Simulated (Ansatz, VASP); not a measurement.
## SiO2 in VASP and in Ansatz

```
Si O
1.0
     4.98200    0.00000    0.00000
     0.00000    4.98200    0.00000
     0.00000    0.00000    6.96300
Si O
4 8
Direct
  0.30391 0.30391 0.00000
  0.19609 0.80391 0.25000
  0.69609 0.69609 0.50000
  0.80391 0.19609 0.75000
  0.23732 0.11395 0.18374
  0.38605 0.73732 0.43374
  0.76268 0.88605 0.68374
  0.61395 0.26268 0.93374
  0.73732 0.38605 0.56626
  0.88605 0.76268 0.31626
  0.26268 0.61395 0.06626
  0.11395 0.23732 0.81626
```

Alike in both runs: functional PBE; k mesh 6 × 6 × 4; occupations gaussian, width 0.05 eV; no spin polarisation.

Ansatz relaxed the structure, and its values are those at the end. VASP's run is a single point on that final structure, the one shown.

```csv
,VASP,Ansatz
version,VASP 6.6.1,Ansatz 0.2.0
potentials or method,"VASP PAW PBE potentials, release 64 (Si, O), cutoff 520 eV","scalar-relativistic, plane waves, PAW"
valence electrons in the cell,64,64
```

Ansatz gave:

```
gap on the k mesh at the Fermi level (eV) : 5.61
least direct gap on the mesh (eV)         : 5.61
pressure (GPa)                            : 1.1
rms of the force components (eV/Å)        : 0.000
```

Question: What did VASP give for the same quantities?

Answer: gap on the k mesh at the Fermi level (eV): 5.61; least direct gap on the mesh (eV): 5.61; pressure (GPa): 1.2; rms of the force components (eV/Å): 0.008.

Ansatz's warnings: stress scf threshold loose.
